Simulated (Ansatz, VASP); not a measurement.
## C in VASP and in Ansatz

File INCAR:

```
SYSTEM = C
  ALGO = Normal
  EDIFF = 1E-6
  ENCUT = 520
  GGA = PE
  ISIF = 2
  ISMEAR = 0
  IVDW = 12
  LASPH = .True.
  LCHARG = .False.
  LREAL = .False.
  LWAVE = .False.
  NBANDS = 31
  NELM = 100
  PREC = Accurate
  SIGMA = 0.05
```

File KPOINTS:

```
k-points
0
Gamma
  7 11 3
  0 0 0
```

POSCAR

```
C
1.0
    0.0000000000      1.4231666446     -3.3613878322
   -2.4649969361      0.0000000000      0.0000000000
    2.0541641134     12.6717396854      3.4885472117
C
10
Direct
    0.3787337238      0.1448233760      0.6537880512
    0.7523865791      0.6418929909      0.0502715891
    0.9089733653      0.2676255872      0.2011507046
    0.0655601514      0.8933581835      0.3520298201
    0.2221469376      0.5190907797      0.5029089357
    0.8042002071      0.1838396053      0.1006075264
   -0.0392130067      0.8095722016      0.2514866419
    0.1173737795      0.4353047979      0.4023657575
    0.2739605657      1.0610373942      0.5532448730
    0.4305473518      0.6867699904      0.7041239885
```

Input for Ansatz:

```yaml
crystal:
  lattice:
    - [0.0, 1.4231666446, -3.3613878322]
    - [-2.4649969361, 0.0, 0.0]
    - [2.0541641134, 12.6717396854, 3.4885472117]
  atoms:
    - { symbol: C, position: [0.3787337238, 0.144823376, 0.6537880512] }
    - { symbol: C, position: [0.7523865791, 0.6418929909, 0.0502715891] }
    - { symbol: C, position: [0.9089733653, 0.2676255872, 0.2011507046] }
    - { symbol: C, position: [0.0655601514, 0.8933581835, 0.3520298201] }
    - { symbol: C, position: [0.2221469376, 0.5190907797, 0.5029089357] }
    - { symbol: C, position: [0.8042002071, 0.1838396053, 0.1006075264] }
    - { symbol: C, position: [-0.0392130067, 0.8095722016, 0.2514866419] }
    - { symbol: C, position: [0.1173737795, 0.4353047979, 0.4023657575] }
    - { symbol: C, position: [0.2739605657, 1.0610373942, 0.553244873] }
    - { symbol: C, position: [0.4305473518, 0.6867699904, 0.7041239885] }
basis:
  ecutwfc: 520.0
kpoints:
  mp_grid: { grid: [7, 11, 3] }
hamiltonian:
  xc: pbe
  dispersion: d3bj
scf:
  occupations: { method: gaussian, width: 0.05 }
output:
  forces: true
  stress: true
  eigenvalues: true
  write_density: true
  write_potential: true
  elf: true
  volumetric_format: npy
```

Alike in both runs: task single point; functional PBE; dispersion D3(BJ); k mesh 7 × 11 × 3; occupations gaussian, width 0.05 eV; no spin polarisation.

|  | VASP | Ansatz |
| --- | --- | --- |
| version | VASP 6.6.1 | Ansatz 0.2.0 |
| potentials or method | VASP PAW PBE potentials, release 64 (C), cutoff 520 eV | scalar-relativistic, plane waves, PAW |
| valence electrons in the cell | 40 | 40 |

|  | VASP | Ansatz | Ansatz less VASP |
| --- | --- | --- | --- |
| gap on the k mesh at the Fermi level (eV) | none | none | - |
| pressure (GPa) | 0.0 | -0.3 | -0.32 |
| traceless stress, the component that is largest in VASP (GPa) | 0.42 | 0.19 | -0.231 |
| rms of the force components (eV/Å) | 0.834 | 0.840 | +0.0059 |

Atom by atom the forces differ by 0.012 eV/Å (rms over components). A gap of «none» marks a metal or a gap that the smearing closes.
